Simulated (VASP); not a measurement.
Here is a VASP 6.6.1 calculation.

The input INCAR:

```
SYSTEM = Al2Cu
ALGO = Normal
EDIFF = 1E-6
ENCUT = 820
GGA = CA
GGA_COMPAT = .False.
ISIF = 2
ISMEAR = 0
LASPH = .True.
LCHARG = .False.
LREAL = .False.
LWAVE = .False.
NBANDS = 20
NELM = 120
PREC = Accurate
SIGMA = 0.1
```

File KPOINTS:

```
Automatic mesh
0
Gamma
  1 1 1
  0.5 0.5 0
```

File POSCAR:

```
Al2Cu
1.0
    4.1051820000      0.0000000000      0.0000000000
    0.0000000000      4.1051820000      0.0000000000
    0.0000000000      0.0000000000      2.8913130000
Al Cu
2 1
Direct
    0.5000000000      0.0000000000      0.5000000000
    0.0000000000      0.5000000000      0.5000000000
    0.0000000000      0.0000000000      0.0000000000
```

Potentials or basis: VASP PAW LDA potentials, release 64 (Al, Cu_sv_GW).

The run is started by

```bash
$ cat potpaw_LDA.64/Al/POTCAR potpaw_LDA.64/Cu_sv_GW/POTCAR > POTCAR
$ mpirun -np 1 vasp_std > vasp.out
```

Q: Estimate the band gap on the k mesh.

A: Zero (an odd number of electrons rules out a gap without spin polarisation).

Q: Estimate the pressure.

A: -23.7 GPa.

Stress tensor (GPa, compression positive):
```
 10.18   0.00   0.00
  0.00  10.18   0.00
  0.00   0.00 -91.49
```

Caveat: the k points lie up to 2.17 Å⁻¹ apart, too coarse for converged energies and pressures of a metal.
